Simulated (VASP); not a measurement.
PtS2, 3 atoms in the cell. It takes space group P-3m1 (No. 164, trigonal). The conventional cell has a = 3.572 Å, b = 3.572 Å, c = 4.768 Å, α = 90.00°, β = 90.00°, γ = 120.00°. Pt (site symmetry -3m) has 6 S at 2.38 Å within 3.1 Å. Within 3.2 Å of S (site symmetry 3m) lie 3 Pt at 2.38 Å and 6 S at 3.15 to 3.16 Å. 

* Program: VASP 6.6.1
* Task: relaxation of cell and atoms
* Functional: PBEsol
* Potentials or basis: VASP PAW PBE potentials, release 64 (Pt, S)
* Cutoff: 600 eV
* k mesh: 12 × 12 × 8
* Occupations: gaussian, width 0.02 eV
* Spin: no spin polarisation
* Target pressure: 50 GPa
* Dipole correction: no
* Further INCAR settings: ALGO = Normal; EDIFF = 1e-06; IBRION = 2; EDIFFG = -0.001; NSW = 80; ISIF = 3

Potentials or basis: VASP PAW PBE potentials, release 64 (Pt, S).

The run is started by

```bash
$ cat potpaw_PBE.64/Pt/POTCAR potpaw_PBE.64/S/POTCAR > POTCAR
$ mpirun -np 1 vasp_std > vasp.out
```

Hardware: 1 thread of Intel(R) Xeon(R) Platinum 8488C (Sapphire Rapids), on a shared host.

Q: Estimate the wall time of this run.

A: It took 18 min on 1 thread of Intel(R) Xeon(R) Platinum 8488C (Sapphire Rapids) (shared host), peak memory 0.3 GiB. Counts: scf iterations 182, k points 131, ion steps 37.
